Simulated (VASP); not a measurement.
# Ga: single point with PBE

Ga:

```
CELL_PARAMETERS angstrom
2.28921 -3.85879 0.00000
2.28921 3.85879 0.00000
0.00000 0.00000 4.59858
ATOMIC_POSITIONS crystal
Ga 0.84366 0.15634 0.08357
Ga 0.65634 0.34366 0.58357
Ga 0.15634 0.84366 0.91643
Ga 0.34366 0.65634 0.41643
```

```
Program                : VASP 6.6.1
Task                   : single point
Functional             : PBE
Potentials or basis    : VASP PAW PBE potentials, release 64 (Ga_d)
Cutoff                 : 520 eV
k mesh                 : 6 × 6 × 4
Occupations            : gaussian, width 0.05 eV
Spin                   : no spin polarisation
Dipole correction      : no
Further INCAR settings : ALGO = Normal; EDIFF = 1e-06; NBANDS = 34
```

The pressure is 0.1 GPa and the largest force is 0.005 eV/Å. The band gap on the k mesh is zero (band 26 reaches 4.91 eV, above the bottom of band 27 at 3.77 eV).

Forces on the atoms (eV/Å):
```
Ga   0.000  0.001  0.005
Ga   0.000 -0.001  0.005
Ga   0.000 -0.001 -0.005
Ga   0.000  0.001 -0.005
```

Stress tensor (GPa, compression positive):
```
0.03 0.00 0.00
0.00 0.21 0.00
0.00 0.00 0.10
```

Levels at points of the mesh, in eV from the Fermi level:
```csv
k point,band 22,band 23,band 24,band 25,band 26,band 27,band 28,band 29,band 30,band 31
"(0.00, 0.00, 0.00)",-4.17,-3.58,-1.75,-1.54,-0.51,1.01,1.05,1.23,4.94,5.30
"(0.50, 0.00, 0.00)",-8.30,-3.30,-3.30,-1.22,-1.22,0.80,0.80,4.09,4.09,5.31
"(0.50, 0.50, 0.00)",-6.94,-4.11,-3.04,-1.72,-1.39,1.19,1.34,3.22,3.76,4.24
"(0.00, 0.00, 0.50)",-8.90,-0.24,-0.24,0.12,0.12,0.20,0.20,2.14,2.14,3.99
"(0.50, 0.00, 0.50)",-6.95,-6.01,-6.01,-1.32,-1.32,0.64,0.64,7.00,7.00,7.59
"(0.50, 0.50, 0.50)",-7.32,-5.13,-5.13,-1.11,-1.11,-0.85,-0.85,6.48,6.48,7.73
```

Run time: 3.5 min on 1 thread of Intel Xeon 6975P-C, with other jobs on the host, peak memory 0.21 GiB.
